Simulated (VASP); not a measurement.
Crystal: ZnGe2N2.

```xyz
5
Lattice="3.4383 0.0000 0.0000 -1.7191 2.9776 0.0000 0.0000 0.0000 7.7450" Properties=species:S:1:pos:R:3 pbc="T T T"
Zn    0.0000    0.0000    5.5719
Ge    0.0000    0.0000    3.5454
Ge    0.0000    0.0000    7.6963
N     0.0000    1.9851    7.7174
N     1.7191    0.9925    7.7174
```

The cell was built from a structure type or drawn by symmetry, and may not be a known phase.

| Quantity | Value |
| --- | --- |
| Program | VASP 6.6.1 |
| Task | relaxation of cell and atoms |
| Functional | PBE |
| Potentials or basis | VASP PAW PBE potentials, release 64 (Zn, Ge_d, N) |
| Cutoff | 600 eV |
| k mesh | 6 × 6 × 2 |
| Occupations | gaussian, width 0.1 eV |
| Spin | no spin polarisation |

At the start: pressure 27.0 GPa; volume 15.86 Å³/atom.

How do energy, volume and symmetry change on relaxing?

Over 32 steps the energy falls by 567.1 meV/atom and the volume is 16.52 Å³/atom (+4.2 %); space group P6mm (No. 183, to 0.1 Å) before and after.

The path:
```
step  energy change (eV)  largest force (eV/Å)  pressure (GPa)  volume (Å³)
   1              0.0000                6.2206           26.98        79.29
   2             -1.6830                0.6339           -6.00       113.73
   3             -2.0863                0.7674           -0.04        98.52
   4             -2.1268                0.5000           -0.61        98.67
   5             -2.1538                0.7188           -1.53        98.96
   6             -2.1815                0.8112           -1.27        97.76
   7             -2.2600                1.0794           -0.19        94.21
   8             -2.3683                1.4845            2.67        87.36
   9             -2.3943                1.4490            2.51        86.99
  10             -2.4492                1.3579            2.41        85.90
  11             -2.3419                1.4194            3.71        83.72
  12             -2.4552                1.3399            2.57        85.55
  13             -2.4563                1.3228            2.61        85.31
  14             -2.4795                1.2041            2.24        85.89
  15             -2.5292                0.9019            0.44        87.64
  16             -2.5535                0.4570           -2.20        91.21
  17             -2.5559                0.5416           -1.82        90.42
  18             -2.5740                0.4757           -1.53        89.89
  19             -2.6173                0.3051           -0.70        88.30
  20             -2.6389                0.5620            1.39        85.16
  21             -2.6430                0.4235            0.86        86.14
  22             -2.6674                0.4736            0.22        86.05
  23             -2.7060                0.6802           -0.86        85.77
  24             -2.7444                0.5448           -0.73        84.98
  25             -2.8124                0.2307            0.00        82.63
  26             -2.8140                0.3867            0.45        82.03
  27             -2.8316                0.1840            0.41        81.98
  28             -2.8341                0.0818            0.49        81.95
  29             -2.8354                0.0428           -0.09        82.69
  30             -2.8354                0.0452           -0.08        82.64
  31             -2.8354                0.0461            0.00        82.62
  32             -2.8355                0.0086           -0.01        82.62
```

Final structure:
```
Zn Ge N
1.0
     3.56663    0.00000    0.00000
    -1.78331    3.08879    0.00000
     0.00000    0.00000    7.49971
Zn Ge N
1 2 2
Direct
  0.00000 0.00000 0.74483
  0.00000 0.00000 0.41902
  0.00000 0.00000 0.07795
  0.33333 0.66667 0.96096
  0.66667 0.33333 0.96096
```

Caveat: the k points lie up to 0.42 Å⁻¹ apart in the final cell, too coarse for converged energies and pressures of a metal.
